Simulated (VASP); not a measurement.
# Mg2C3 (C2/m) in VASP: a series of runs, part 2 of 3

VASP 6.6.1. Earlier steps stand in the parts before.

## Step 3: Single point, r2SCAN

This run uses another cell than the first one, of the same volume but with other edges.

The input, POSCAR:

```
Mg2C3
1.0
    2.3123785330     -2.2662568404     -0.0067603661
    2.3123785330      2.2662568404     -0.0067603661
   -1.1870432839      0.0000000000      5.1771388387
Mg C
2 3
Direct
    0.8082382625      0.8082382625      0.1984312469
    0.1917617375      0.1917617375      0.8015687531
    0.3041690745      0.3041690745      0.2614645499
    0.6958309255      0.6958309255      0.7385354501
    0.5000000000      0.5000000000      0.5000000000
```

The input, INCAR.step1:

```
SYSTEM = Mg2C3
PREC = Accurate
ENCUT = 520
ISMEAR = 0
SIGMA = 0.05
LREAL = .FALSE.
LASPH = .TRUE.
NELM = 100
NBANDS = 16
GGA = PE
ALGO = Normal
EDIFF = 1E-4
LWAVE = .TRUE.
LCHARG = .FALSE.
```

The input, INCAR.step2:

```
SYSTEM = Mg2C3
PREC = Accurate
ENCUT = 520
EDIFF = 1E-6
ISMEAR = 0
SIGMA = 0.05
LREAL = .FALSE.
LASPH = .TRUE.
NELM = 100
ALGO = Normal
ISIF = 2
LWAVE = .FALSE.
LCHARG = .FALSE.
METAGGA = R2SCAN
LMIXTAU = .TRUE.
NBANDS = 16
ISTART = 1
```

The input, KPOINTS:

```
regular mesh
0
G
  10 10 6
  0 0 0
```

Potentials or basis: VASP PAW PBE potentials, release 64 (Mg, C).

On the command line:

```sh
cat potpaw_PBE.64/Mg/POTCAR potpaw_PBE.64/C/POTCAR > POTCAR
cp INCAR.step1 INCAR
mpirun -np 1 vasp_std > vasp.out
cp INCAR.step2 INCAR
mpirun -np 1 vasp_std > vasp.out
```

OUTCAR:

```text
SYSTEM = Mg2C3
   PREC = Accurate
   ENCUT = 520
   EDIFF = 1E-6
   ISMEAR = 0
   LREAL = .FALSE.
   LASPH = .TRUE.
   NELM = 100
   ISIF = 2
   METAGGA = R2SCAN
   ISTART = 1

 ion  position               nearest neighbor table
   1  0.808  0.808  0.198-   3 2.24   3 2.29   3 2.29   5 2.37   4 2.38   3 2.43   5 2.80   5 2.80
                             2 3.05   2 3.06   2 3.06   2 3.14   2 3.29
   2  0.192  0.192  0.802-   4 2.24   4 2.29   4 2.29   5 2.37   3 2.38   4 2.43   5 2.80   5 2.80
                             1 3.05   1 3.06   1 3.06   1 3.14   1 3.29
   3  0.304  0.304  0.261-   5 1.38   1 2.24   1 2.29   1 2.29   2 2.38   1 2.43
   4  0.696  0.696  0.739-   5 1.38   2 2.24   2 2.29   2 2.29   1 2.38   2 2.43
   5  0.500  0.500  0.500-   3 1.38   4 1.38   1 2.37   2 2.37   2 2.80   2 2.80   1 2.80   1 2.80

  LATTYP: Found a base centered monoclinic cell.
 ALAT       =     4.6247768303
 B/A-ratio  =     0.9800502483
 C/A-ratio  =     1.1484839028
 COS(beta)  =    -0.2263349203

  Lattice vectors:

 A1 = (   2.3123785330,  -2.2662568404,  -0.0067603661)
 A2 = (   2.3123785330,   2.2662568404,  -0.0067603661)
 A3 = (  -1.1870432839,   0.0000000000,   5.1771388387)

Analysis of symmetry for initial positions (statically):
=====================================================================
 Subroutine PRICEL returns:
 Original cell was already a primitive cell.

 Routine SETGRP: Setting up the symmetry group for a
 base centered monoclinic supercell.

 Subroutine GETGRP returns: Found  4 space group operations
 (whereof  4 operations were pure point group operations)
 out of a pool of  4 trial point group operations.

The static configuration has the point symmetry C_2h.

Analysis of symmetry for dynamics (positions and initial velocities):
=====================================================================
 Subroutine PRICEL returns:
 Original cell was already a primitive cell.

 Routine SETGRP: Setting up the symmetry group for a
 base centered monoclinic supercell.

[... 129 lines left out ...]
     AMIX     =   0.40;   BMIX     =  1.00
     AMIX_MAG =   1.60;   BMIX_MAG =  1.00
  volume/ion in A,a.u.               =      10.84        73.19
  Fermi-wavevector in a.u.,A,eV,Ry     =   1.089890  2.059593 16.161815  1.187860
  Thomas-Fermi vector in A             =   2.226103
   LORBIT       =      0    0 simple, 1 ext, 2 COOP (PROOUT), +10 PAW based schemes
   METAGGA = R2SCAN    functional components
   LHFCALC =     F    Hartree Fock is set to
   AEXX    =    0.0000 exact exchange contribution
   IVDW    =     0    specifies the selected vdW correction
   LEPSILON=     F    determine dielectric tensor
   LRPA    =     F    only Hartree local field effects (RPA)
 non-spin polarized calculation
 Gauss-broadening in eV      SIGMA  =   0.05
  energy-cutoff  :      520.00
  volume of cell :       54.22
 maximum number of plane-waves:      1481
   NGX = 13   NGY = 13   NGZ = 19

 number of electron      15.9999999 magnetization

 Free energy of the ion-electron system (eV)
  ---------------------------------------------------
  ext. energy  EPLUGINS =         0.00000000
  ---------------------------------------------------
  free energy    TOTEN  =       -37.29451543 eV

  energy without entropy =      -37.29451543  energy(sigma->0) =      -37.29451543

 E-fermi :   5.0993     XC(G=0): -10.9864

 val. band max:        4.8251832852   @ k =   0.0000   0.0000   0.5000
 cond. band min:       6.2141724078   @ k =   0.5000   0.5000  -0.0000
 fundamental gap:      1.3889891226
 Fermi energy:         5.0993444217

 k-point     1 :       0.0000    0.0000    0.0000
  band No.  band energies     occupation
      1     -12.1269      2.00000
      2      -8.1826      2.00000
      3      -3.5223      2.00000
      4       0.7274      2.00000
      5       1.4181      2.00000
      6       1.5844      2.00000
[... 433 lines left out ...]
      3      -1.7073      2.00000
      4      -1.0564      2.00000
      5      -0.5211      2.00000
      6      -0.3963      2.00000
[... 8 lines left out ...]
     15      14.9473      0.00000
     16      16.7723      0.00000

 [... further k-points ...]
[... 5 lines left out ...]
  --------------------------------------------------------------------------------------
  -------------------------------------------------------------------------------------
  Total        0.5761550      2.3548941     -8.7972959      0.0000000      0.0000000     -3.9540544
  in kB       17.0236732     69.5801436   -259.9340286      0.0000000      0.0000000   -116.8305928
  external PRESSURE =     -57.7767372 kB  Pullay stress =       0.0000000 kB

 VOLUME and BASIS-vectors are now :
 -----------------------------------------------------------------------------
  energy-cutoff  :      520.00
  volume of cell :       54.22
      direct lattice vectors                 reciprocal lattice vectors
     2.312378533 -2.266256840 -0.006760366     0.216372615 -0.220628126  0.049611121
     2.312378533  2.266256840 -0.006760366     0.216372615  0.220628126  0.049611121
    -1.187043284  0.000000000  5.177138839     0.000565084  0.000000000  0.193286448

 POSITION                                       TOTAL-FORCE (eV/Angst)
 -----------------------------------------------------------------------------------
      3.50236      0.00000      1.01638        -0.110805      0.000000     -0.015044
     -0.06465      0.00000      4.14724         0.110805      0.000000      0.015044
      1.09634      0.00000      1.34953         1.516643      0.000000      2.015164
      2.34138      0.00000      3.81409        -1.516643      0.000000     -2.015164
      1.71886      0.00000      2.58181        -0.000000      0.000000      0.000000
 -----------------------------------------------------------------------------------
    total drift:                                0.000000     -0.000000     -0.000000

  FREE ENERGIE OF THE ION-ELECTRON SYSTEM (eV)
  ---------------------------------------------------
  free  energy   TOTEN  =       -37.2945154301 eV

  energy  without entropy=      -37.2945154301  energy(sigma->0) =      -37.29451543
```

OUTCAR.step1:

```text
SYSTEM = Mg2C3
   PREC = Accurate
   ENCUT = 520
   ISMEAR = 0
   LREAL = .FALSE.
   LASPH = .TRUE.
[... 693 lines left out ...]
      1.09634      0.00000      1.34953         1.316053      0.000000      1.786424
      2.34138      0.00000      3.81409        -1.316053      0.000000     -1.786424
      1.71886      0.00000      2.58181         0.000000      0.000000      0.000000
 -----------------------------------------------------------------------------------
    total drift:                                0.000000     -0.000000     -0.000000

  FREE ENERGIE OF THE ION-ELECTRON SYSTEM (eV)
  ---------------------------------------------------
  free  energy   TOTEN  =       -29.3425233077 eV

  energy  without entropy=      -29.3425233077  energy(sigma->0) =      -29.34252331
```

OSZICAR.step1:

```text
N       E                     dE             d eps       ncg     rms          rms(c)
DAV:   1     0.339927678986E+02    0.33993E+02   -0.67785E+03  5504   0.863E+02
DAV:   2    -0.293369632453E+02   -0.63330E+02   -0.57680E+02  7632   0.157E+02
DAV:   3    -0.329392519555E+02   -0.36023E+01   -0.35808E+01  7176   0.372E+01
DAV:   4    -0.329686907190E+02   -0.29439E-01   -0.29435E-01  6816   0.406E+00
DAV:   5    -0.329689787979E+02   -0.28808E-03   -0.28808E-03  7024   0.389E-01    0.900E+00
DAV:   6    -0.295905031918E+02    0.33785E+01   -0.53307E+00  6968   0.134E+01    0.366E+00
DAV:   7    -0.293563011936E+02    0.23420E+00   -0.10326E+00  7696   0.631E+00    0.202E+00
DAV:   8    -0.293440329674E+02    0.12268E-01   -0.47443E-02  6360   0.145E+00    0.857E-01
DAV:   9    -0.293424873362E+02    0.15456E-02   -0.66787E-03  7520   0.665E-01    0.141E-01
DAV:  10    -0.293425233077E+02   -0.35972E-04   -0.55616E-04  6568   0.167E-01
   1 F= -.29342523E+02 E0= -.29342523E+02  d E =-.505214E-18
```

It took 2.1 min on 1 thread of Intel Xeon 6975P-C (Granite Rapids), shared host; peak memory 0.27 GiB.

Results:

```
Free energy            : -37.2945 eV
Pressure               : -5.8 GPa
Largest force          : 2.522 eV/Å
Band gap on the k mesh : 1.39 eV, indirect (least direct gap 1.67 eV)
```

Forces on the atoms (eV/Å):
```
Mg  -0.111  0.000 -0.015
Mg   0.111  0.000  0.015
C    1.517  0.000  2.015
C   -1.517  0.000 -2.015
C    0.000  0.000  0.000
```

Levels at points of the mesh, in eV from the valence-band top:
```
           k point  band 4  band 5  band 6  band 7  band 8  band 9  band 10  band 11  band 12  band 13
(0.00, 0.00, 0.00)   -4.10   -3.41   -3.24   -1.26   -0.59    3.69     4.03     4.17     6.78     8.30
(0.50, 0.00, 0.00)   -6.07   -5.09   -3.85   -3.07   -0.06    2.84     4.13     7.08     7.99     8.43
(0.50, 0.50, 0.00)   -6.13   -6.00   -4.11   -2.85   -1.96    1.39     2.70     2.82     5.24     9.26
(0.00, 0.00, 0.50)   -5.44   -3.74   -3.39   -0.69    0.00    2.76     3.52     4.64     6.51     7.79
(0.50, 0.00, 0.50)   -7.09   -4.47   -3.07   -2.14   -0.14    1.53     3.99     5.46     7.81     7.86
(0.50, 0.50, 0.50)   -6.18   -5.86   -4.25   -3.38   -2.26    1.56     3.71     4.56     6.88     7.45
```

Caveat: the PAW data sets were made with another functional, which shifts forces and pressure a little.

## Step 4: Single point, r2SCAN

This run uses another cell than the first one, of the same volume but with other edges.

Changes to POSCAR since step 3:

```diff
@@ -2,5 +2,5 @@
 1.0
-    2.3123785330     -2.2662568404     -0.0067603661
-    2.3123785330      2.2662568404     -0.0067603661
-   -1.1870432839      0.0000000000      5.1771388387
+    2.5199012120     -2.4696403627     -0.0056927360
+    2.5199012120      2.4696403627     -0.0056927360
+   -1.2935735941      0.0000000000      4.3595397203
 Mg C
```

The input, INCAR.step1:

```
SYSTEM = Mg2C3
PREC     = Accurate       ! precision mode
ENCUT    = 520            ! plane-wave cutoff, eV
ISMEAR   = 0              ! smearing method
SIGMA    = 0.05           ! smearing width, eV
LREAL    = .FALSE.        ! projectors in reciprocal space
LASPH    = .TRUE.         ! aspherical terms in the spheres
NELM     = 60             ! most SCF steps
NBANDS   = 16             ! bands
GGA      = PE             ! functional
ALGO     = Normal         ! electronic algorithm
EDIFF    = 1E-4           ! SCF threshold, eV
LWAVE    = .TRUE.         ! write WAVECAR
LCHARG   = .FALSE.        ! write CHGCAR
```

The input, INCAR.step2:

```
SYSTEM = Mg2C3
PREC     = Accurate       ! precision mode
ENCUT    = 520            ! plane-wave cutoff, eV
EDIFF    = 1E-6           ! SCF threshold, eV
ISMEAR   = 0              ! smearing method
SIGMA    = 0.05           ! smearing width, eV
LREAL    = .FALSE.        ! projectors in reciprocal space
LASPH    = .TRUE.         ! aspherical terms in the spheres
NELM     = 60             ! most SCF steps
ALGO     = Normal         ! electronic algorithm
ISIF     = 2              ! what is computed and relaxed
LWAVE    = .FALSE.        ! write WAVECAR
LCHARG   = .FALSE.        ! write CHGCAR
METAGGA  = R2SCAN         ! meta-GGA
LMIXTAU  = .TRUE.       
NBANDS   = 16             ! bands
ISTART   = 1
```

The input, KPOINTS:

```
Automatic mesh
0
G
  10 10 6
  0 0 0
```

Potentials or basis: VASP PAW PBE potentials, release 64 (Mg, C).

On the command line:

```sh
cat potpaw_PBE.64/Mg/POTCAR potpaw_PBE.64/C/POTCAR > POTCAR
cp INCAR.step1 INCAR
mpirun -np 1 vasp_std > vasp.out
cp INCAR.step2 INCAR
mpirun -np 1 vasp_std > vasp.out
```

OUTCAR:

```text
SYSTEM = Mg2C3
   PREC = Accurate
   ENCUT = 520
   EDIFF = 1E-6
   ISMEAR = 0
   LREAL = .FALSE.
   LASPH = .TRUE.
   NELM = 60
   ISIF = 2
   METAGGA = R2SCAN
   ISTART = 1

 ion  position               nearest neighbor table
   1  0.808  0.808  0.198-   4 2.00   5 2.35   3 2.43   3 2.49   3 2.49   3 2.64   4 2.67   5 2.86
                             5 2.86   2 2.87   2 3.00   2 3.02   2 3.02   2 3.11
   2  0.192  0.192  0.802-   3 2.00   5 2.35   4 2.43   4 2.49   4 2.49   4 2.64   3 2.67   5 2.86
                             5 2.86   1 2.87   1 3.00   1 3.02   1 3.02   1 3.11
   3  0.304  0.304  0.261-   5 1.24   2 2.00   1 2.43   1 2.49   1 2.49   1 2.64   2 2.67
   4  0.696  0.696  0.739-   5 1.24   1 2.00   2 2.43   2 2.49   2 2.49   2 2.64   1 2.67
   5  0.500  0.500  0.500-   3 1.24   4 1.24   1 2.35   2 2.35   2 2.86   2 2.86   1 2.86   1 2.86

  LATTYP: Found a base centered monoclinic cell.
 ALAT       =     5.0398152845
 B/A-ratio  =     0.9800519357
 C/A-ratio  =     0.9022965545
 COS(beta)  =    -0.2866289897

  Lattice vectors:

 A1 = (   2.5199012120,  -2.4696403627,  -0.0056927360)
 A2 = (   2.5199012120,   2.4696403627,  -0.0056927360)
[... 180 lines left out ...]

  energy without entropy =      -36.60605755  energy(sigma->0) =      -36.60605755

 E-fermi :   4.8079     XC(G=0): -10.8747

 val. band max:        4.5664384709   @ k =   0.1000   0.1000   0.3333
 cond. band min:       6.7332996599   @ k =   0.5000   0.5000   0.1667
 fundamental gap:      2.1668611890
 Fermi energy:         4.8078978004

 k-point     1 :       0.0000    0.0000    0.0000
  band No.  band energies     occupation
      1     -12.9199      2.00000
      2      -8.5378      2.00000
      3      -2.9024      2.00000
      4      -0.4690      2.00000
      5       0.2718      2.00000
      6       1.4525      2.00000
[... 433 lines left out ...]
      3      -2.2239      2.00000
      4      -1.5644      2.00000
      5      -0.7094      2.00000
      6      -0.2789      2.00000
[... 8 lines left out ...]
     15      15.4408      0.00000
     16      16.3543      0.00000

 [... further k-points ...]
[... 5 lines left out ...]
  --------------------------------------------------------------------------------------
  -------------------------------------------------------------------------------------
  Total        2.2620261     -2.6301043     18.3274474      0.0000000      0.0000000      9.3105374
  in kB       66.8361694    -77.7117897    541.5217663      0.0000000      0.0000000    275.0987931
  external PRESSURE =     176.8820487 kB  Pullay stress =       0.0000000 kB

 VOLUME and BASIS-vectors are now :
 -----------------------------------------------------------------------------
  energy-cutoff  :      520.00
  volume of cell :       54.22
      direct lattice vectors                 reciprocal lattice vectors
     2.519901212 -2.469640363 -0.005692736     0.198553573 -0.202458628  0.058915316
     2.519901212  2.469640363 -0.005692736     0.198553573  0.202458628  0.058915316
    -1.293573594  0.000000000  4.359539720     0.000518547  0.000000000  0.229535878

 POSITION                                       TOTAL-FORCE (eV/Angst)
 -----------------------------------------------------------------------------------
      3.81668      0.00000      0.85587         0.075371      0.000000      1.013762
     -0.07045      0.00000      3.49229        -0.075371      0.000000     -1.013762
      1.19473      0.00000      1.13640        -3.909789      0.000000     -3.603833
      2.55150      0.00000      3.21175         3.909789      0.000000      3.603833
      1.87311      0.00000      2.17408        -0.000000     -0.000000      0.000000
 -----------------------------------------------------------------------------------
    total drift:                                0.000000      0.000000      0.000000

  FREE ENERGIE OF THE ION-ELECTRON SYSTEM (eV)
  ---------------------------------------------------
  free  energy   TOTEN  =       -36.6060575465 eV

  energy  without entropy=      -36.6060575465  energy(sigma->0) =      -36.60605755
```

Run time: 4.3 min. Hardware: 1 thread of Intel Xeon 6975P-C, shared host; peak memory 0.27 GiB.

What came out:

| Item | Value |
| --- | --- |
| Free energy | -36.6061 eV |
| Pressure | 17.7 GPa |
| Largest force | 5.317 eV/Å |
| Band gap on the k mesh | 2.17 eV, indirect (least direct gap 2.59 eV) |

Forces in eV/Å, atoms in the order of the input:
```
Mg   0.075  0.000  1.014
Mg  -0.075  0.000 -1.014
C   -3.910  0.000 -3.604
C    3.910  0.000  3.604
C    0.000  0.000  0.000
```

Stress tensor (GPa, compression positive):
```
 6.68  0.00 27.51
 0.00 -7.77  0.00
27.51  0.00 54.15
```

Caveat: the PAW data sets were made with another functional, which shifts forces and pressure a little. A k mesh can miss the band edges.

## Step 5: Single point, r2SCAN

This run uses another cell than the first one, of the same volume but with other edges.

Changes to POSCAR since step 4:

```diff
@@ -2,5 +2,5 @@
 1.0
-    2.5199012120     -2.4696403627     -0.0056927360
-    2.5199012120      2.4696403627     -0.0056927360
-   -1.2935735941      0.0000000000      4.3595397203
+    2.2462740604     -2.2014708588     -0.0071641157
+    2.2462740604      2.2014708588     -0.0071641157
+   -1.1531090171      0.0000000000      5.4863332740
 Mg C
```

The input, INCAR.step1:

```
SYSTEM = Mg2C3
PREC     = Accurate       ! precision mode
ENCUT    = 520            ! plane-wave cutoff, eV
ISMEAR   = 0              ! smearing method
SIGMA    = 0.05           ! smearing width, eV
LREAL    = .False.        ! projectors in reciprocal space
LASPH    = .True.         ! aspherical terms in the spheres
NELM     = 100            ! most SCF steps
NBANDS   = 16             ! bands
GGA      = PE             ! functional
ALGO     = Normal         ! electronic algorithm
EDIFF    = 1E-4           ! SCF threshold, eV
LWAVE    = .True.         ! write WAVECAR
LCHARG   = .False.        ! write CHGCAR
```

The input, INCAR.step2:

```
SYSTEM = Mg2C3
PREC     = Accurate       ! precision mode
ENCUT    = 520            ! plane-wave cutoff, eV
EDIFF    = 1E-6           ! SCF threshold, eV
ISMEAR   = 0              ! smearing method
SIGMA    = 0.05           ! smearing width, eV
LREAL    = .False.        ! projectors in reciprocal space
LASPH    = .True.         ! aspherical terms in the spheres
NELM     = 100            ! most SCF steps
ALGO     = Normal         ! electronic algorithm
ISIF     = 2              ! what is computed and relaxed
LWAVE    = .False.        ! write WAVECAR
LCHARG   = .False.        ! write CHGCAR
METAGGA  = R2SCAN         ! meta-GGA
LMIXTAU  = .True.       
NBANDS   = 16             ! bands
ISTART   = 1
```

The input, KPOINTS:

```
regular mesh
0
Gamma
  10 10 6
  0 0 0
```

On the command line:

```sh
cat potpaw_PBE.64/Mg/POTCAR potpaw_PBE.64/C/POTCAR > POTCAR
cp INCAR.step1 INCAR
mpirun -np 1 vasp_std > vasp.out
cp INCAR.step2 INCAR
mpirun -np 1 vasp_std > vasp.out
```

It took 4.1 min on 1 thread of Intel Xeon 6975P-C, shared host; peak memory 0.27 GiB.

The run converged. Its results:

* Free energy: -36.4257 eV
* Pressure: -7.5 GPa
* Largest force: 4.476 eV/Å
* Band gap on the k mesh: 0.70 eV, indirect (least direct gap 0.77 eV)

Forces on the atoms (eV/Å):
```
Mg  -0.242  0.000  0.203
Mg   0.242  0.000 -0.203
C    2.509  0.000  3.707
C   -2.509  0.000 -3.707
C    0.000  0.000  0.000
```

Stress tensor (GPa, compression positive):
```
  7.61   0.00 -19.68
  0.00  16.16   0.00
-19.68   0.00 -46.18
```

Levels at points of the mesh, in eV from the valence-band top:
| k point | band 4 | band 5 | band 6 | band 7 | band 8 | band 9 | band 10 | band 11 | band 12 | band 13 |
| --- | --- | --- | --- | --- | --- | --- | --- | --- | --- | --- |
| (0.00, 0.00, 0.00) | -4.20 | -3.23 | -2.89 | -1.07 | -0.49 | 3.31 | 3.73 | 3.77 | 5.72 | 8.30 |
| (0.50, 0.00, 0.00) | -6.54 | -5.21 | -4.35 | -2.66 | 0.00 | 2.09 | 3.50 | 6.49 | 7.39 | 8.12 |
| (0.50, 0.50, 0.00) | -6.27 | -6.12 | -4.22 | -3.11 | -2.52 | 0.90 | 2.14 | 2.91 | 4.46 | 8.25 |
| (0.00, 0.00, 0.50) | -6.21 | -3.35 | -3.01 | -0.54 | -0.04 | 2.20 | 3.22 | 4.90 | 6.68 | 6.92 |
| (0.50, 0.00, 0.50) | -7.40 | -4.66 | -2.82 | -2.66 | -0.06 | 0.70 | 3.59 | 4.19 | 8.32 | 8.44 |
| (0.50, 0.50, 0.50) | -6.18 | -6.16 | -4.30 | -3.64 | -2.53 | 0.97 | 3.41 | 3.69 | 6.49 | 6.67 |

Caveat: the PAW data sets were made with another functional, which shifts forces and pressure a little. A k mesh can miss the band edges.

(Continued in part 3 of 3.)
